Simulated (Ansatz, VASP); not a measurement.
**FeO: VASP and Ansatz over several settings**

```xyz
2
Lattice="0.0000 2.1697 2.1697 2.1697 0.0000 2.1697 2.1697 2.1697 0.0000" Properties=species:S:1:pos:R:3 pbc="T T T"
Fe    0.0000    0.0000    0.0000
O     2.1697    2.1697    2.1697
```

Single points on this cell with VASP 6.6.1 and Ansatz 0.2.0. Each row is one pair of runs. Alike in all rows: spin: collinear, typed start; k mesh: 11 × 11 × 11; smearing: fermi-dirac, width 0.05 eV; VASP's potentials, cutoff: VASP PAW PBE potentials, release 64 (Fe, O), 520 eV; Ansatz's potentials, cutoff: Ansatz PAW, 420 eV.

| level | gap on the k mesh at the Fermi level (eV), VASP | gap on the k mesh at the Fermi level (eV), Ansatz | pressure (GPa), VASP | pressure (GPa), Ansatz | net moment per atom (μB), VASP | net moment per atom (μB), Ansatz |
| --- | --- | --- | --- | --- | --- | --- |
| PBE+D4 | none | none | -7.9 | -7.9 | 2.00 | 2.00 |
| PBEsol+D4 | none | none | -14.0 | -14.2 | 2.00 | 2.00 |
| revPBE | none | none | 0.3 | 0.3 | 2.00 | 2.00 |

Pressure (GPa): the two programs differ by at most 0.17; net moment per atom (μB): the two programs differ by at most 0.

VASP's potentials hold 14 valence electrons a cell and Ansatz's 22, so a difference there can come from the potentials and not from the codes.

A gap of «none» marks a metal or a gap that the smearing closes.
